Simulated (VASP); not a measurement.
# GaB2 (Fm-3m) in VASP: notebook

The runs below take GaB2 through single point, relaxation of cell and atoms, with PBE.

Everything below comes from runs of VASP 6.6.1. Logs are shortened: lines on timing, memory, paths and dates and some standing lists are left out, and cuts for length are marked.

## 1. The cell of the first run

Symmetry: Fm-3m, No. 225, cubic system. Conventional cell: a = 4.926 Å, b = 4.926 Å, c = 4.926 Å, α = 90.00°, β = 90.00°, γ = 90.00°. Within 2.8 Å of Ga (site symmetry m-3m) lie 8 B at 2.13 Å. B (site symmetry -43m) has 4 Ga at 2.13 Å and 6 B at 2.46 Å within 2.8 Å.

## 2. Single point, PBE

Contents of INCAR:

```
SYSTEM = GaB2
PREC     = Accurate       ! precision mode
ENCUT    = 500            ! plane-wave cutoff, eV
EDIFF    = 1E-6           ! SCF threshold, eV
ISMEAR   = 0              ! smearing method
SIGMA    = 0.1            ! smearing width, eV
LREAL    = .False.        ! projectors in reciprocal space
LASPH    = .True.         ! aspherical terms in the spheres
NELM     = 120            ! most SCF steps
ALGO     = Normal         ! electronic algorithm
ISIF     = 2              ! what is computed and relaxed
LWAVE    = .False.        ! write WAVECAR
LCHARG   = .False.        ! write CHGCAR
GGA      = PE             ! functional
NBANDS   = 16             ! bands
GGA_COMPAT= .False.
```

Contents of KPOINTS:

```
Automatic mesh
0
Gamma
  6 6 6
  0 0 0
```

Contents of POSCAR:

```
GaB2
1.0
    0.0000000000      2.4629297383      2.4629297383
    2.4629297383      0.0000000000      2.4629297383
    2.4629297383      2.4629297383      0.0000000000
Ga B
1 2
Direct
    0.0000000000      0.0000000000      0.0000000000
    0.2500000000      0.2500000000      0.2500000000
    0.7500000000      0.7500000000      0.7500000000
```

Potentials or basis: VASP PAW PBE potentials, release 64 (Ga_d, B).

Run with:

```
$ cat potpaw_PBE.64/Ga_d/POTCAR potpaw_PBE.64/B/POTCAR > POTCAR
$ mpirun -np 1 vasp_std > vasp.out
```

OUTCAR:

```text
SYSTEM = GaB2
   PREC = Accurate
   ENCUT = 500
   EDIFF = 1E-6
   ISMEAR = 0
   LREAL = .False.
   LASPH = .True.
   NELM = 120
   ISIF = 2
   GGA = PE

 ion  position               nearest neighbor table
   1  0.000  0.000  0.000-   2 2.13   3 2.13   3 2.13   3 2.13   3 2.13   2 2.13   2 2.13   2 2.13

   2  0.250  0.250  0.250-   1 2.13   1 2.13   1 2.13   1 2.13
   3  0.750  0.750  0.750-   1 2.13   1 2.13   1 2.13   1 2.13

  LATTYP: Found a face centered cubic cell.
 ALAT       =     4.9258594766

  Lattice vectors:

 A1 = (   0.0000000000,   2.4629297383,   2.4629297383)
 A2 = (   2.4629297383,   0.0000000000,   2.4629297383)
 A3 = (   2.4629297383,   2.4629297383,   0.0000000000)

Analysis of symmetry for initial positions (statically):
=====================================================================
 Subroutine PRICEL returns:
 Original cell was already a primitive cell.

 Routine SETGRP: Setting up the symmetry group for a
 face centered cubic supercell.

 Subroutine GETGRP returns: Found 48 space group operations
 (whereof 48 operations were pure point group operations)
 out of a pool of 48 trial point group operations.

The static configuration has the point symmetry O_h .

Analysis of symmetry for dynamics (positions and initial velocities):
=====================================================================
 Subroutine PRICEL returns:
 Original cell was already a primitive cell.

 Routine SETGRP: Setting up the symmetry group for a
 face centered cubic supercell.

 Subroutine GETGRP returns: Found 48 space group operations
 (whereof 48 operations were pure point group operations)
 out of a pool of 48 trial point group operations.

The dynamic configuration has the point symmetry O_h .

 Subroutine INISYM returns: Found 48 space group operations
 (whereof 48 operations are pure point group operations),
 and found     1 'primitive' translations

----------------------------------------------------------------------------------------

                                     Primitive cell

  volume of cell :      29.8804

  direct lattice vectors                    reciprocal lattice vectors
     0.000000000  2.462929738  2.462929738    -0.203010257  0.203010257  0.203010257
     2.462929738  0.000000000  2.462929738     0.203010257 -0.203010257  0.203010257
     2.462929738  2.462929738  0.000000000     0.203010257  0.203010257 -0.203010257

  length of vectors
     3.483108639  3.483108639  3.483108639     0.351624080  0.351624080  0.351624080

  position of ions in fractional coordinates (direct lattice)
     0.000000000  0.000000000  0.000000000
     0.250000000  0.250000000  0.250000000
     0.750000000  0.750000000  0.750000000

  ion indices of the primitive-cell ions
   primitive index   ion index
                 1           1
                 2           2
                 3           3

----------------------------------------------------------------------------------------

 KPOINTS: Automatic mesh

Automatic generation of k-mesh.
 Grid dimensions read from file:
 generate k-points for:    6    6    6

 Generating k-lattice:

  Cartesian coordinates                     Fractional coordinates (reciprocal lattice)
    -0.033835043  0.033835043  0.033835043     0.166666667  0.000000000  0.000000000
     0.033835043 -0.033835043  0.033835043     0.000000000  0.166666667  0.000000000
     0.033835043  0.033835043 -0.033835043     0.000000000  0.000000000  0.166666667

  Length of vectors
     0.058604013  0.058604013  0.058604013

  Shift w.r.t. Gamma in fractional coordinates (k-lattice)
     0.000000000  0.000000000  0.000000000

 Subroutine IBZKPT returns following result:
 ===========================================

 Found     16 irreducible k-points:

 Following reciprocal coordinates:
            Coordinates               Weight
  0.000000  0.000000  0.000000      1.000000
  0.166667  0.000000  0.000000      8.000000
  0.333333  0.000000  0.000000      8.000000
  0.500000  0.000000  0.000000      4.000000
  0.166667  0.166667  0.000000      6.000000
  0.333333  0.166667  0.000000     24.000000
[... 8 lines left out ...]
 -0.333333  0.333333  0.166667     24.000000
 -0.333333  0.500000  0.166667     12.000000
   k-points           NKPTS =     16   k-points in BZ     NKDIM =     16   number of bands    NBANDS=     16
   number of dos      NEDOS =    301   number of ions     NIONS =      3
   total plane-waves  NPLWV =  21952
   dimension x,y,z NGX =    28 NGY =   28 NGZ =   28
   dimension x,y,z NGXF=    56 NGYF=   56 NGZF=   56
   ions per type =               1   2
   NGX,Y,Z   is equivalent  to a cutoff of  13.36, 13.36, 13.36 a.u.
   NGXF,Y,Z  is equivalent  to a cutoff of  26.73, 26.73, 26.73 a.u.
 SYSTEM =  GaB2
   PREC   = accura    normal or accurate (medium, high low for compatibility)
   ISTART =      0    job   : 0-new  1-cont  2-samecut
   ICHARG =      2    charge: 1-file 2-atom 10-const
   ISPIN  =      1    spin polarized calculation?
   LNONCOLLINEAR =      F non collinear calculations
   LSORBIT =      F    spin-orbit coupling
   LASPH  =      T    aspherical Exc in radial PAW
   ENCUT  =  500.0 eV  36.75 Ry    6.06 a.u.   6.35  6.35  6.35*2*pi/ulx,y,z
   NELM   =    120;   NELMIN=  2; NELMDL= -5     # of ELM steps
   EDIFF  = 0.1E-05   stopping-criterion for ELM
   LREAL  =      F    real-space projection
   EDIFFG = 0.1E-04   stopping-criterion for IOM
   NSW    =      0    number of steps for IOM
   IBRION =     -1    ionic relax: 0-MD 1-quasi-New 2-CG
   NFREE  =      0    steps in history (QN), initial steepest desc. (CG)
   ISIF   =      2    stress and relaxation
   ISYM   =      2    0-nonsym 1-usesym 2-fastsym
   POTIM  = 0.5000    time-step for ionic-motion
   TEBEG  =    0.0;   TEEND  =   0.0 temperature during run
   PSTRESS=    0.0 pullay stress
   NELECT =      19.0000    total number of electrons
   NUPDOWN=      -1.0000    fix difference up-down
   EMIN   =  10.00;   EMAX   =-10.00  energy-range for DOS
   EFERMI =   0.00;   METHOD = LEGACY
   ISMEAR =     0;   SIGMA  =   0.10  broadening in eV -4-tet -1-fermi 0-gaus
   EFERMI_NEDOS =   21; number of points for ismear=-14 and -15
   IALGO  =     38    algorithm
   IMIX   =      4    mixing-type and parameters
     AMIX     =   0.40;   BMIX     =  1.00
     AMIX_MAG =   1.60;   BMIX_MAG =  1.00
  volume/ion in A,a.u.               =       9.96        67.21
  Fermi-wavevector in a.u.,A,eV,Ry     =   1.407767  2.660293 26.964121  1.981807
  Thomas-Fermi vector in A             =   2.529992
   LORBIT       =      0    0 simple, 1 ext, 2 COOP (PROOUT), +10 PAW based schemes
   GGA     = PE    functional components
   LHFCALC =     F    Hartree Fock is set to
   AEXX    =    0.0000 exact exchange contribution
   IVDW    =     0    specifies the selected vdW correction
   LEPSILON=     F    determine dielectric tensor
   LRPA    =     F    only Hartree local field effects (RPA)
 non-spin polarized calculation
 Gauss-broadening in eV      SIGMA  =   0.10
  energy-cutoff  :      500.00
  volume of cell :       29.88
 maximum number of plane-waves:       769
 NGX is ok and might be reduce to    28
   NGX = 13   NGY = 13   NGZ = 13

 number of electron      19.0000009 magnetization

 Free energy of the ion-electron system (eV)
  ---------------------------------------------------
  ext. energy  EPLUGINS =         0.00000000
  ---------------------------------------------------
  free energy    TOTEN  =       -12.05303724 eV

  energy without entropy =      -12.05004926  energy(sigma->0) =      -12.05154325

 E-fermi :   7.1667     XC(G=0): -11.9391

 val. band max:        7.1121675030   @ k =  -0.1667   0.1667   0.0000
 cond. band min:       7.4007557502   @ k =   0.5000   0.3333   0.1667
 fundamental gap:      0.2885882472
 Fermi energy:         7.1666692541

 k-point     1 :       0.0000    0.0000    0.0000
  band No.  band energies     occupation
      1      -8.1527      2.00000
      2      -8.1527      2.00000
      3      -8.1527      2.00000
      4      -7.8846      2.00000
      5      -7.8846      2.00000
      6      -7.3634      2.00000
[... 8 lines left out ...]
     15      13.6262      0.00000
     16      13.6262      0.00000

 k-point     2 :       0.1667    0.0000    0.0000
  band No.  band energies     occupation
      1      -8.1640      2.00000
      2      -8.1276      2.00000
      3      -8.1276      2.00000
      4      -7.8866      2.00000
      5      -7.8866      2.00000
      6      -6.8984      2.00000
[... 8 lines left out ...]
     15      14.2282      0.00000
     16      14.2282      0.00000

 k-point     3 :       0.3333    0.0000    0.0000
  band No.  band energies     occupation
      1      -8.2035      2.00000
      2      -8.0886      2.00000
      3      -8.0886      2.00000
      4      -7.8780      2.00000
      5      -7.8780      2.00000
      6      -5.4878      2.00000
[... 8 lines left out ...]
     15      16.7237      0.00000
     16      16.7237      0.00000

 k-point     4 :       0.5000    0.0000    0.0000
  band No.  band energies     occupation
      1      -8.2259      2.00000
      2      -8.0769      2.00000
      3      -8.0769      2.00000
      4      -7.8654      2.00000
      5      -7.8654      2.00000
      6      -3.5420      2.00000
[... 8 lines left out ...]
     15      19.3444      0.00000
     16      19.3498      0.00000

 k-point     5 :       0.1667    0.1667    0.0000
  band No.  band energies     occupation
      1      -8.1776      2.00000
      2      -8.1065      2.00000
      3      -8.1065      2.00000
      4      -7.9141      2.00000
      5      -7.8719      2.00000
      6      -6.7475      2.00000
[... 8 lines left out ...]
     15      15.6430      0.00000
     16      15.6430      0.00000

 k-point     6 :       0.3333    0.1667    0.0000
  band No.  band energies     occupation
      1      -8.1887      2.00000
      2      -8.0796      2.00000
      3      -8.0620      2.00000
      4      -7.9318      2.00000
      5      -7.8612      2.00000
      6      -5.6572      2.00000
[... 8 lines left out ...]
     15      17.7424      0.00000
     16      18.0840      0.00000
[... 115 lines left out ...]
 k-point    13 :       0.5000    0.5000    0.0000
  band No.  band energies     occupation
      1      -8.2523      2.00000
      2      -8.0222      2.00000
      3      -7.9501      2.00000
      4      -7.9501      2.00000
      5      -7.8338      2.00000
      6      -2.1177      2.00000
[... 8 lines left out ...]
     15      22.3888      0.00000
     16      22.8375      0.00000

 k-point    14 :       0.5000    0.3333    0.1667
  band No.  band energies     occupation
      1      -8.1748      2.00000
      2      -8.0789      2.00000
      3      -8.0061      2.00000
      4      -7.9502      2.00000
      5      -7.8635      2.00000
      6      -4.2869      2.00000
[... 8 lines left out ...]
     15      18.4292      0.00000
     16      20.1159      0.00000

 k-point    15 :      -0.3333    0.3333    0.1667
  band No.  band energies     occupation
      1      -8.1403      2.00000
      2      -8.1077      2.00000
      3      -7.9828      2.00000
      4      -7.9443      2.00000
      5      -7.8744      2.00000
      6      -2.4587      2.00000
[... 8 lines left out ...]
     15      15.5548      0.00000
     16      21.7324      0.00000

 k-point    16 :      -0.3333    0.5000    0.1667
  band No.  band energies     occupation
      1      -8.1888      2.00000
      2      -8.0393      2.00000
      3      -7.9852      2.00000
      4      -7.9500      2.00000
      5      -7.8608      2.00000
      6      -1.4669      2.00000
[... 8 lines left out ...]
     15      17.0991      0.00000
     16      23.2065      0.00000

------------------------ aborting loop because EDIFF is reached ----------------------------------------

  FORCE on cell =-STRESS in cart. coord.  units (eV):
  Direction    XX          YY          ZZ          XY          YZ          ZX
  --------------------------------------------------------------------------------------
  -------------------------------------------------------------------------------------
  Total        3.0861786      3.0861786      3.0861786      0.0000000      0.0000000      0.0000000
  in kB      165.4800245    165.4800245    165.4800245      0.0000000      0.0000000      0.0000000
  external PRESSURE =     165.4800245 kB  Pullay stress =       0.0000000 kB

 VOLUME and BASIS-vectors are now :
 -----------------------------------------------------------------------------
  energy-cutoff  :      500.00
  volume of cell :       29.88
      direct lattice vectors                 reciprocal lattice vectors
     0.000000000  2.462929738  2.462929738    -0.203010257  0.203010257  0.203010257
     2.462929738  0.000000000  2.462929738     0.203010257 -0.203010257  0.203010257
     2.462929738  2.462929738  0.000000000     0.203010257  0.203010257 -0.203010257

 POSITION                                       TOTAL-FORCE (eV/Angst)
 -----------------------------------------------------------------------------------
      0.00000      0.00000      0.00000        -0.000000      0.000000     -0.000000
      1.23146      1.23146      1.23146        -0.000000     -0.000000     -0.000000
      3.69439      3.69439      3.69439         0.000000      0.000000      0.000000
 -----------------------------------------------------------------------------------
    total drift:                               -0.000000     -0.000000      0.000000

  FREE ENERGIE OF THE ION-ELECTRON SYSTEM (eV)
  ---------------------------------------------------
  free  energy   TOTEN  =       -12.0530372449 eV

  energy  without entropy=      -12.0500492639  energy(sigma->0) =      -12.05154325
```

It took 4.5 s on 1 thread of Intel Xeon 6975P-C (Granite Rapids), shared host; peak memory 0.15 GiB.

Results:

| Quantity | Value |
| --- | --- |
| Free energy | -12.0530 eV |
| Pressure | 16.5 GPa |
| Band gap on the k mesh | zero (an odd number of electrons rules out a gap without spin polarisation) |

Caveat: the k points lie up to 0.37 Å⁻¹ apart, too coarse for converged energies and pressures of a metal.

## 3. Single point, PBE

This run uses another cell than the first one, of 11.03 Å³/atom.

Contents of INCAR:

```
SYSTEM = GaB2
PREC = Accurate ; ENCUT = 500
EDIFF = 1E-6 ; ISMEAR = 0
SIGMA = 0.1 ; LREAL = .FALSE.
LASPH = .TRUE. ; NELM = 120
ALGO = Normal ; ISIF = 2
LWAVE = .FALSE. ; LCHARG = .FALSE.
GGA = PE ; NBANDS = 16
GGA_COMPAT = .FALSE.
```

Contents of KPOINTS:

```
regular mesh
0
G
  6 6 6
  0 0 0
```

Contents of POSCAR:

```
GaB2
1.0
    0.0000000000      2.5482171090      2.5482171090
    2.5482171090      0.0000000000      2.5482171090
    2.5482171090      2.5482171090      0.0000000000
Ga B
1 2
Direct
    0.0000000000      0.0000000000      0.0000000000
    0.2500000000      0.2500000000      0.2500000000
    0.7500000000      0.7500000000      0.7500000000
```

Potentials or basis: VASP PAW PBE potentials, release 64 (Ga_d, B).

Run with:

```
$ cat potpaw_PBE.64/Ga_d/POTCAR potpaw_PBE.64/B/POTCAR > POTCAR
$ mpirun -np 1 vasp_std > vasp.out
```

Run time: 4.8 s. Hardware: 1 thread of Intel Xeon 6975P-C (Granite Rapids), shared host; peak memory 0.15 GiB.

The run converged. Its results:

| Item | Value |
| --- | --- |
| Free energy | -12.2075 eV |
| Pressure | 0.2 GPa |
| Band gap on the k mesh | zero (an odd number of electrons rules out a gap without spin polarisation) |

Levels at points of the mesh, in eV from the Fermi level:
| k point | band 5 | band 6 | band 7 | band 8 | band 9 | band 10 | band 11 | band 12 | band 13 | band 14 |
| --- | --- | --- | --- | --- | --- | --- | --- | --- | --- | --- |
| (0.00, 0.00, 0.00) | -14.89 | -13.62 | -0.30 | -0.30 | -0.30 | 0.56 | 2.38 | 2.38 | 2.38 | 6.23 |
| (0.50, 0.00, 0.00) | -14.88 | -10.15 | -9.15 | -1.28 | -1.28 | 0.76 | 0.76 | 1.07 | 2.82 | 9.52 |
| (0.50, 0.50, 0.00) | -14.86 | -8.78 | -8.26 | -4.34 | -4.34 | -3.25 | 2.06 | 5.95 | 5.95 | 7.06 |

## 4. Relaxation of cell and atoms, PBE

Contents of INCAR:

```
PREC = Accurate ; ENCUT = 500
EDIFF = 1E-7 ; ISMEAR = 0
SIGMA = 0.1 ; LREAL = False
LASPH = True ; NELM = 120
ALGO = Normal ; ISIF = 3
LWAVE = False ; LCHARG = False
GGA = PE ; IBRION = 2
NSW = 90 ; EDIFFG = -0.04
GGA_COMPAT = False ; NELMIN = 4
```

Contents of KPOINTS:

```
regular mesh
0
Gamma
  6 6 6
```

Contents of POSCAR:

```
GaB2
1.0
    0.0000000000      2.4629297383      2.4629297383
    2.4629297383      0.0000000000      2.4629297383
    2.4629297383      2.4629297383      0.0000000000
Ga B
1 2
Direct
    0.0000000000      0.0000000000      0.0000000000
    0.2500000000      0.2500000000      0.2500000000
    0.7500000000      0.7500000000      0.7500000000
```

Run with:

```
$ cat potpaw_PBE.64/Ga_d/POTCAR potpaw_PBE.64/B/POTCAR > POTCAR
$ mpirun -np 1 vasp_std > vasp.out
```

Wall time 11 s (1 thread of Intel Xeon 6975P-C (Granite Rapids), shared host); peak memory 0.16 GiB.

It converged, with:

* Free energy: -12.2061 eV
* Relaxed volume: 11.04 Å³/atom
* Relaxed cell: a = 3.605 Å, b = 3.605 Å, c = 3.605 Å, α = 60.00°, β = 60.00°, γ = 60.00°
* Space group after relaxing (to 0.1 Å): Fm-3m (No. 225)
* Energy gained by relaxing: 51.0 meV/atom
* Ionic steps: 3
* Pressure after relaxing: 0.0 GPa
* Band gap on the k mesh: zero (an odd number of electrons rules out a gap without spin polarisation)

Step by step:
| step | energy change (eV) | largest force (eV/Å) | pressure (GPa) | volume (Å³) |
| --- | --- | --- | --- | --- |
| 1 | 0.0000 | 0.0000 | 16.58 | 29.88 |
| 2 | -0.1304 | 0.0000 | -4.87 | 34.56 |
| 3 | -0.1530 | 0.0000 | 0.05 | 33.12 |

Final structure:
```
Ga B
1.0
     0.00000    2.54890    2.54890
     2.54890    0.00000    2.54890
     2.54890    2.54890    0.00000
Ga B
1 2
Direct
  0.00000 0.00000 0.00000
  0.25000 0.25000 0.25000
  0.75000 0.75000 0.75000
```

Levels at points of the mesh, in eV from the Fermi level:
```tsv
k point	band 6	band 7	band 8	band 9	band 10	band 11	band 12	band 13
(0.00, 0.00, 0.00)	-13.61	-0.30	-0.30	-0.30	0.56	2.38	2.38	2.38
(0.50, 0.00, 0.00)	-10.14	-9.14	-1.28	-1.28	0.76	0.76	1.07	2.82
(0.50, 0.50, 0.00)	-8.77	-8.26	-4.34	-4.34	-3.25	2.06	5.95	5.95
```

Caveat: the k points lie up to 0.36 Å⁻¹ apart in the final cell, too coarse for converged energies and pressures of a metal.

(Continued in part 2 of 2.)
